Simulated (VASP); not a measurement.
# PbO2: single point with r2SCAN

Crystal: PbO2.

```
CELL_PARAMETERS angstrom
3.72381 0.00000 0.00000
0.00000 3.72381 0.00000
0.00000 0.00000 5.64616
ATOMIC_POSITIONS crystal
Pb 0.00000 0.00000 0.00000
Pb 0.50000 0.50000 0.50000
O 0.00000 0.50000 0.31507
O 0.00000 0.50000 0.81507
O 0.50000 0.00000 0.68493
O 0.50000 0.00000 0.18493
```

```
Program             : VASP 6.6.1
Task                : single point
Functional          : r2SCAN
Potentials or basis : VASP PAW PBE potentials, release 64 (Pb_d, O)
Cutoff              : 520 eV
k mesh              : 10 × 10 × 6
Occupations         : gaussian, width 0.1 eV
Spin                : no spin polarisation
```

```yaml
Pressure: 0.9 GPa
Largest_force: 0.049 eV/Å
Band_gap_on_the_k_mesh: zero (band 26 reaches 4.90 eV, above the bottom of band 27 at 4.84 eV)
```

Forces on the atoms (eV/Å):
```
Pb   0.000  0.000  0.000
Pb   0.000  0.000  0.000
O    0.000  0.000 -0.049
O    0.000  0.000 -0.049
O    0.000  0.000  0.049
O    0.000  0.000  0.049
```

Stress tensor (GPa, compression positive):
```
1.00 0.00 0.00
0.00 1.00 0.00
0.00 0.00 0.80
```

Levels at points of the mesh, in eV from the Fermi level:
```
           k point  band 22  band 23  band 24  band 25  band 26  band 27  band 28  band 29  band 30  band 31
(0.00, 0.00, 0.00)    -1.46    -1.46    -0.69    -0.31    -0.31    -0.14     2.80     7.59     8.01     9.69
(0.50, 0.00, 0.00)    -1.64    -1.01    -1.01    -0.63    -0.63     3.00     3.00     7.90     7.90    10.56
(0.50, 0.50, 0.00)    -1.01    -0.50    -0.50    -0.08    -0.08     3.89     3.89     7.49     7.49    11.01
(0.00, 0.00, 0.50)    -1.23    -0.83    -0.83    -0.28    -0.28     1.96     1.96     6.80     6.80    11.07
(0.50, 0.00, 0.50)    -1.99    -1.11    -1.11    -1.05    -1.05     3.26     3.26     8.26     8.26    10.56
(0.50, 0.50, 0.50)    -2.43    -0.59    -0.59    -0.23    -0.23     4.08     4.08     9.70     9.70     9.70
```

Run time: 11 min on 1 thread of Intel(R) Xeon(R) Platinum 8259CL CPU @ 2.50GHz (Skylake/Cascade Lake) (shared host), peak memory 0.31 GiB.

Caveat: the PAW data sets were made with another functional, which shifts forces and pressure a little; spin-orbit coupling is left out, which moves the levels of the heavy elements.
